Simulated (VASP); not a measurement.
# O2 in VASP: notebook

Runs on O2. Level: LDA. Tasks: single point.

All numbers are computed with VASP 6.6.1; they aren't measurements. Logs are shortened: lines on timing, memory, paths and dates and some standing lists are left out, and cuts for length are marked.

**1. The cell of the first run**

The cell holds a molecule in a box, 2 atoms: a = 9.000 Å, b = 9.500 Å, c = 10.000 Å, α = 90.00°, β = 90.00°, γ = 90.00°.

**2. Single point, LDA, collinear spin, ferromagnetic start**

Input file INCAR:

```
ALGO = Normal
EDIFF = 1E-7
ENCUT = 520
ISIF = 2
ISMEAR = -1
ISPIN = 2
LASPH = True
LCHARG = True
LELF = True
LORBIT = 11
LREAL = False
LVHAR = True
LWAVE = False
MAGMOM = 1 1
NBANDS = 17
NELM = 150
PREC = Accurate
SIGMA = 0.02
```

Input file KPOINTS:

```
k-points
0
Gamma
  1 1 1
```

Input file POSCAR:

```
O
1.0
    9.0000000000      0.0000000000      0.0000000000
    0.0000000000      9.5000000000      0.0000000000
    0.0000000000      0.0000000000     10.0000000000
O
2
Direct
    0.5000000000      0.5000000000      0.4400139754
    0.5000000000      0.5000000000      0.5599860246
```

Potentials or basis: VASP PAW LDA potentials, release 64 (O).

The run is started by

```console
$ cat potpaw_LDA.64/O/POTCAR > POTCAR
$ mpirun -np 1 vasp_gam > vasp.out
```

OUTCAR:

```text
EDIFF = 1E-7
   ENCUT = 520
   ISIF = 2
   ISMEAR = -1
   ISPIN = 2
   LASPH = True
   LORBIT = 11
   LREAL = False
   NELM = 150
   PREC = Accurate

 ion  position               nearest neighbor table
   1  0.500  0.500  0.440-   2 1.20
   2  0.500  0.500  0.560-   1 1.20

  LATTYP: Found a simple orthorhombic cell.
 ALAT       =     9.0000000000
 B/A-ratio  =     1.0555555556
 C/A-ratio  =     1.1111111111

  Lattice vectors:

 A1 = (   9.0000000000,   0.0000000000,   0.0000000000)
 A2 = (   0.0000000000,   9.5000000000,   0.0000000000)
 A3 = (   0.0000000000,   0.0000000000,  10.0000000000)

Analysis of symmetry for initial positions (statically):
=====================================================================
 Subroutine PRICEL returns:
 Original cell was already a primitive cell.

 Routine SETGRP: Setting up the symmetry group for a
 simple orthorhombic supercell.

 Subroutine GETGRP returns: Found  8 space group operations
 (whereof  8 operations were pure point group operations)
 out of a pool of  8 trial point group operations.

The static configuration has the point symmetry D_2h.

Analysis of symmetry for dynamics (positions and initial velocities):
=====================================================================
 Subroutine PRICEL returns:
 Original cell was already a primitive cell.

 Routine SETGRP: Setting up the symmetry group for a
 simple orthorhombic supercell.

 Subroutine GETGRP returns: Found  8 space group operations
 (whereof  8 operations were pure point group operations)
 out of a pool of  8 trial point group operations.

The dynamic configuration has the point symmetry D_2h.

Analysis of structural, dynamic, and magnetic symmetry:
=====================================================================
 Subroutine PRICEL returns:
 Original cell was already a primitive cell.

 Routine SETGRP: Setting up the symmetry group for a
 simple orthorhombic supercell.

 Subroutine GETGRP returns: Found  8 space group operations
 (whereof  8 operations were pure point group operations)
 out of a pool of  8 trial point group operations.

The overall configuration has the point symmetry D_2h.

 Subroutine INISYM returns: Found  8 space group operations
 (whereof  8 operations are pure point group operations),
 and found     1 'primitive' translations

----------------------------------------------------------------------------------------

                                     Primitive cell

  volume of cell :     855.0000

  direct lattice vectors                    reciprocal lattice vectors
     9.000000000  0.000000000  0.000000000     0.111111111  0.000000000  0.000000000
     0.000000000  9.500000000  0.000000000     0.000000000  0.105263158  0.000000000
     0.000000000  0.000000000 10.000000000     0.000000000  0.000000000  0.100000000

  length of vectors
     9.000000000  9.500000000 10.000000000     0.111111111  0.105263158  0.100000000

  position of ions in fractional coordinates (direct lattice)
     0.500000000  0.500000000  0.440013975
     0.500000000  0.500000000  0.559986025

  ion indices of the primitive-cell ions
   primitive index   ion index
                 1           1
                 2           2

----------------------------------------------------------------------------------------

 KPOINTS: k-points

Automatic generation of k-mesh.
 Grid dimensions read from file:
 generate k-points for:    1    1    1

 Generating k-lattice:

  Cartesian coordinates                     Fractional coordinates (reciprocal lattice)
     0.111111111  0.000000000  0.000000000     1.000000000  0.000000000  0.000000000
     0.000000000  0.105263158  0.000000000     0.000000000  1.000000000  0.000000000
     0.000000000  0.000000000  0.100000000     0.000000000  0.000000000  1.000000000

  Length of vectors
     0.111111111  0.105263158  0.100000000

  Shift w.r.t. Gamma in fractional coordinates (k-lattice)
     0.000000000  0.000000000  0.000000000

 Subroutine IBZKPT returns following result:
 ===========================================

 Found      1 irreducible k-points:

 Following reciprocal coordinates:
            Coordinates               Weight
  0.000000  0.000000  0.000000      1.000000
   k-points           NKPTS =      1   k-points in BZ     NKDIM =      1   number of bands    NBANDS=     17
   number of dos      NEDOS =    301   number of ions     NIONS =      2
   total plane-waves  NPLWV = 403200
   dimension x,y,z NGX =    70 NGY =   72 NGZ =   80
   dimension x,y,z NGXF=   140 NGYF=  144 NGZF=  160
   ions per type =               2
   NGX,Y,Z   is equivalent  to a cutoff of  12.93, 12.60, 13.30 a.u.
   NGXF,Y,Z  is equivalent  to a cutoff of  25.86, 25.20, 26.60 a.u.
 SYSTEM =  unknown system
   PREC   = accura    normal or accurate (medium, high low for compatibility)
   ISTART =      0    job   : 0-new  1-cont  2-samecut
   ICHARG =      2    charge: 1-file 2-atom 10-const
   ISPIN  =      2    spin polarized calculation?
   LNONCOLLINEAR =      F non collinear calculations
   LSORBIT =      F    spin-orbit coupling
   LASPH  =      T    aspherical Exc in radial PAW
   ENCUT  =  520.0 eV  38.22 Ry    6.18 a.u.  16.73 17.66 18.59*2*pi/ulx,y,z
   NELM   =    150;   NELMIN=  2; NELMDL= -5     # of ELM steps
   EDIFF  = 0.1E-06   stopping-criterion for ELM
   LREAL  =      F    real-space projection
   EDIFFG = 0.1E-05   stopping-criterion for IOM
   NSW    =      0    number of steps for IOM
   IBRION =     -1    ionic relax: 0-MD 1-quasi-New 2-CG
   NFREE  =      0    steps in history (QN), initial steepest desc. (CG)
   ISIF   =      2    stress and relaxation
   ISYM   =      2    0-nonsym 1-usesym 2-fastsym
   POTIM  = 0.5000    time-step for ionic-motion
   TEBEG  =    0.0;   TEEND  =   0.0 temperature during run
   PSTRESS=    0.0 pullay stress
   NELECT =      12.0000    total number of electrons
   NUPDOWN=      -1.0000    fix difference up-down
   EMIN   =  10.00;   EMAX   =-10.00  energy-range for DOS
   EFERMI =   0.00;   METHOD = LEGACY
   ISMEAR =    -1;   SIGMA  =   0.02  broadening in eV -4-tet -1-fermi 0-gaus
   EFERMI_NEDOS =   21; number of points for ismear=-14 and -15
   IALGO  =     38    algorithm
   IMIX   =      4    mixing-type and parameters
     AMIX     =   0.40;   BMIX     =  1.00
     AMIX_MAG =   1.60;   BMIX_MAG =  1.00
  volume/ion in A,a.u.               =     427.50      2884.91
  Fermi-wavevector in a.u.,A,eV,Ry     =   0.394893  0.746240  2.121703  0.155941
  Thomas-Fermi vector in A             =   1.339966
   LORBIT       =     11    0 simple, 1 ext, 2 COOP (PROOUT), +10 PAW based schemes
   GGA     = CA    functional components
   LHFCALC =     F    Hartree Fock is set to
   AEXX    =    0.0000 exact exchange contribution
   IVDW    =     0    specifies the selected vdW correction
   LEPSILON=     F    determine dielectric tensor
   LRPA    =     F    only Hartree local field effects (RPA)
 spin polarized calculation
  energy-cutoff  :      520.00
  volume of cell :      855.00
 maximum number of plane-waves:     11510
 NGX is ok and might be reduce to    70
   NGX = 33   NGY = 35   NGZ = 37

 number of electron      12.0000002 magnetization       2.0000000

 Free energy of the ion-electron system (eV)
  ---------------------------------------------------
  ext. energy  EPLUGINS =         0.00000000
  ---------------------------------------------------
  free energy    TOTEN  =       -10.45752491 eV

  energy without entropy =      -10.45752491  energy(sigma->0) =      -10.45752491

 E-fermi :  -6.0961     XC(G=0):  -0.6187

 val. band max:       -6.6769599144   @ k =   0.0000   0.0000   0.0000
 cond. band min:      -4.7118876349   @ k =   0.0000   0.0000   0.0000
 fundamental gap:      1.9650722795
 Fermi energy:        -6.0960989731

 spin component 1

 k-point     1 :       0.0000    0.0000    0.0000
  band No.  band energies     occupation
      1     -33.1527      1.00000
      2     -20.0280      1.00000
      3     -13.6473      1.00000
      4     -13.6473      1.00000
      5     -13.6304      1.00000
      6      -6.6770      1.00000
[... 9 lines left out ...]
     16       2.8927      0.00000
     17       2.9051      0.00000
 Fermi energy:        -6.0960989731

 spin component 2

 k-point     1 :       0.0000    0.0000    0.0000
  band No.  band energies     occupation
      1     -31.9354      1.00000
      2     -18.4082      1.00000
      3     -12.5343      1.00000
      4     -12.0017      1.00000
      5     -12.0017      1.00000
      6      -4.7119      0.00000
[... 9 lines left out ...]
     16       2.9444      0.00000
     17       2.9493      0.00000

------------------------ aborting loop because EDIFF is reached ----------------------------------------

  FORCE on cell =-STRESS in cart. coord.  units (eV):
  Direction    XX          YY          ZZ          XY          YZ          ZX
  --------------------------------------------------------------------------------------
  -------------------------------------------------------------------------------------
  Total       -0.0684603     -0.0683673      2.0704844      0.0000000      0.0000000      0.0000000
  in kB       -0.1282872     -0.1281128      3.8798634      0.0000000      0.0000000      0.0000000
  external PRESSURE =       1.2078211 kB  Pullay stress =       0.0000000 kB

 VOLUME and BASIS-vectors are now :
 -----------------------------------------------------------------------------
  energy-cutoff  :      520.00
  volume of cell :      855.00
      direct lattice vectors                 reciprocal lattice vectors
     9.000000000  0.000000000  0.000000000     0.111111111  0.000000000  0.000000000
     0.000000000  9.500000000  0.000000000     0.000000000  0.105263158  0.000000000
     0.000000000  0.000000000 10.000000000     0.000000000  0.000000000  0.100000000

 POSITION                                       TOTAL-FORCE (eV/Angst)
 -----------------------------------------------------------------------------------
      4.50000      4.75000      4.40014         0.000000      0.000000     -1.794293
      4.50000      4.75000      5.59986         0.000000      0.000000      1.794293
 -----------------------------------------------------------------------------------
    total drift:                                0.000000      0.000000     -0.000000

  FREE ENERGIE OF THE ION-ELECTRON SYSTEM (eV)
  ---------------------------------------------------
  free  energy   TOTEN  =       -10.4575249141 eV

  energy  without entropy=      -10.4575249141  energy(sigma->0) =      -10.45752491

 total charge

# of ion       s       p       d       tot
------------------------------------------
    1        1.602   3.322   0.000   4.924
    2        1.602   3.322   0.000   4.924
--------------------------------------------------
tot          3.205   6.643   0.000   9.848

 magnetization (x)

# of ion       s       p       d       tot
------------------------------------------
    1        0.008   0.795   0.000   0.803
    2        0.008   0.795   0.000   0.803
--------------------------------------------------
tot          0.016   1.590   0.000   1.606
```

It took 52 s on 1 thread of Intel Xeon Platinum 8488C (Sapphire Rapids), shared host; peak memory 0.64 GiB.

Results:

```yaml
Free_energy: -10.4575 eV
Largest_force: 1.794 eV/Å
Gap_between_the_frontier_levels: 1.97 eV
Net_moment: 2.00 μB per cell
Site_moments: O +0.80 μB
Valence_electrons_inside_the_program's_atomic_spheres: O 4.92
```

Forces on the atoms (eV/Å):
```
O    0.000  0.000 -1.794
O    0.000  0.000  1.794
```

Levels at points of the mesh, in eV from the valence-band top:
Spin up:
```csv
k point,band 4,band 5,band 6,band 7,band 8,band 9,band 10,band 11
"(0.00, 0.00, 0.00)",-6.97,-6.95,0.00,0.00,6.45,7.70,7.96,8.01
```
Spin down:
```csv
k point,band 3,band 4,band 5,band 6,band 7,band 8
"(0.00, 0.00, 0.00)",-5.86,-5.32,-5.32,1.97,1.97,6.49
```

Caveat: the standard files for N, O and F lose accuracy on very short bonds.

**3. Single point, LDA, collinear spin, ferromagnetic start**

Changes to INCAR since step 2:

```diff
@@ -1,4 +1,5 @@
 ALGO = Normal
-EDIFF = 1E-7
-ENCUT = 520
+EDIFF = 1E-6
+ENCUT = 910
+GGA_COMPAT = False
 ISIF = 2
@@ -15,3 +16,4 @@
 NBANDS = 17
-NELM = 150
+NELM = 200
+NELMDL = -8
 PREC = Accurate
```

KPOINTS is that of step 2.

POSCAR is that of step 2.

Potentials or basis: VASP PAW LDA potentials, release 64 (O_h).

The run is started by

```console
$ cat potpaw_LDA.64/O_h/POTCAR > POTCAR
$ mpirun -np 1 vasp_gam > vasp.out
```

OUTCAR:

```text
EDIFF = 1E-6
   ENCUT = 910
   ISIF = 2
   ISMEAR = -1
   ISPIN = 2
   LASPH = True
   LORBIT = 11
   LREAL = False
   NELM = 200
   NELMDL = -8
   PREC = Accurate

 ion  position               nearest neighbor table
   1  0.500  0.500  0.440-   2 1.20
   2  0.500  0.500  0.560-   1 1.20

  LATTYP: Found a simple orthorhombic cell.
 ALAT       =     9.0000000000
 B/A-ratio  =     1.0555555556
 C/A-ratio  =     1.1111111111

  Lattice vectors:

 A1 = (   9.0000000000,   0.0000000000,   0.0000000000)
 A2 = (   0.0000000000,   9.5000000000,   0.0000000000)
 A3 = (   0.0000000000,   0.0000000000,  10.0000000000)

Analysis of symmetry for initial positions (statically):
=====================================================================
 Subroutine PRICEL returns:
 Original cell was already a primitive cell.

 Routine SETGRP: Setting up the symmetry group for a
 simple orthorhombic supercell.

 Subroutine GETGRP returns: Found  8 space group operations
 (whereof  8 operations were pure point group operations)
 out of a pool of  8 trial point group operations.

The static configuration has the point symmetry D_2h.

Analysis of symmetry for dynamics (positions and initial velocities):
=====================================================================
 Subroutine PRICEL returns:
 Original cell was already a primitive cell.

 Routine SETGRP: Setting up the symmetry group for a
 simple orthorhombic supercell.

 Subroutine GETGRP returns: Found  8 space group operations
 (whereof  8 operations were pure point group operations)
 out of a pool of  8 trial point group operations.

The dynamic configuration has the point symmetry D_2h.

Analysis of structural, dynamic, and magnetic symmetry:
=====================================================================
 Subroutine PRICEL returns:
 Original cell was already a primitive cell.
[... 123 lines left out ...]

 Free energy of the ion-electron system (eV)
  ---------------------------------------------------
  ext. energy  EPLUGINS =         0.00000000
  ---------------------------------------------------
  free energy    TOTEN  =       -10.66367307 eV

  energy without entropy =      -10.66367307  energy(sigma->0) =      -10.66367307

 E-fermi :  -6.0352     XC(G=0):  -0.6154

 val. band max:       -6.6312336635   @ k =   0.0000   0.0000   0.0000
 cond. band min:      -4.6625247848   @ k =   0.0000   0.0000   0.0000
 fundamental gap:      1.9687088786
 Fermi energy:        -6.0352337285

 spin component 1

 k-point     1 :       0.0000    0.0000    0.0000
  band No.  band energies     occupation
      1     -32.9742      1.00000
      2     -20.0560      1.00000
      3     -13.6602      1.00000
      4     -13.6000      1.00000
      5     -13.5999      1.00000
      6      -6.6313      1.00000
[... 9 lines left out ...]
     16       2.9120      0.00000
     17       2.9268      0.00000
 Fermi energy:        -6.0352337285

 spin component 2

 k-point     1 :       0.0000    0.0000    0.0000
  band No.  band energies     occupation
      1     -31.7690      1.00000
      2     -18.4309      1.00000
      3     -12.5665      1.00000
      4     -11.9561      1.00000
      5     -11.9561      1.00000
      6      -4.6625      0.00000
[... 9 lines left out ...]
     16       2.9643      0.00000
     17       2.9709      0.00000

------------------------ aborting loop because EDIFF is reached ----------------------------------------

  FORCE on cell =-STRESS in cart. coord.  units (eV):
  Direction    XX          YY          ZZ          XY          YZ          ZX
  --------------------------------------------------------------------------------------
  -------------------------------------------------------------------------------------
  Total       -0.1190197     -0.1163324      0.4456187      0.0000000      0.0000000      0.0000000
  in kB       -0.2230300     -0.2179944      0.8350411      0.0000000      0.0000000      0.0000000
  external PRESSURE =       0.1313389 kB  Pullay stress =       0.0000000 kB

 VOLUME and BASIS-vectors are now :
 -----------------------------------------------------------------------------
  energy-cutoff  :      910.00
  volume of cell :      855.00
      direct lattice vectors                 reciprocal lattice vectors
     9.000000000  0.000000000  0.000000000     0.111111111  0.000000000  0.000000000
     0.000000000  9.500000000  0.000000000     0.000000000  0.105263158  0.000000000
     0.000000000  0.000000000 10.000000000     0.000000000  0.000000000  0.100000000

 POSITION                                       TOTAL-FORCE (eV/Angst)
 -----------------------------------------------------------------------------------
      4.50000      4.75000      4.40014         0.000000      0.000000     -0.454047
      4.50000      4.75000      5.59986         0.000000      0.000000      0.454047
 -----------------------------------------------------------------------------------
    total drift:                                0.000000      0.000000     -0.000000

  FREE ENERGIE OF THE ION-ELECTRON SYSTEM (eV)
  ---------------------------------------------------
  free  energy   TOTEN  =       -10.6636730666 eV

  energy  without entropy=      -10.6636730666  energy(sigma->0) =      -10.66367307

 total charge

# of ion       s       p       d       tot
------------------------------------------
    1        1.076   2.235   0.000   3.311
    2        1.076   2.235   0.000   3.311
--------------------------------------------------
tot          2.152   4.470   0.000   6.622

 magnetization (x)

# of ion       s       p       d       tot
------------------------------------------
    1        0.013   0.607   0.000   0.620
    2        0.013   0.607   0.000   0.620
--------------------------------------------------
tot          0.026   1.214   0.000   1.240
```

Run time: 2.4 min. Hardware: 1 thread of AMD EPYC 9R14 (Zen 4), shared host; peak memory 1 GiB.

What came out:

| Quantity | Value |
| --- | --- |
| Free energy | -10.6637 eV |
| Largest force | 0.454 eV/Å |
| Gap between the frontier levels | 1.97 eV |
| Net moment | 2.00 μB per cell |
| Site moments | O +0.62 μB |
| Valence electrons inside the program's atomic spheres | O 3.31 |

Forces on the atoms (eV/Å):
```
O    0.000  0.000 -0.454
O    0.000  0.000  0.454
```

Levels at points of the mesh, in eV from the valence-band top:
Spin up:
```tsv
k point	band 3	band 4	band 5	band 6	band 7	band 8	band 9	band 10	band 11	band 12
(0.00, 0.00, 0.00)	-7.03	-6.97	-6.97	0.00	0.00	6.42	7.68	7.94	7.99	8.15
```
Spin down:
```tsv
k point	band 2	band 3	band 4	band 5	band 6	band 7	band 8	band 9
(0.00, 0.00, 0.00)	-11.80	-5.94	-5.32	-5.32	1.97	1.97	6.47	7.79
```

Caveat: the cutoff is under 1.25 times the usual one of these potentials, so pressure, stress and relaxed cells hold a basis-set (Pulay) error.
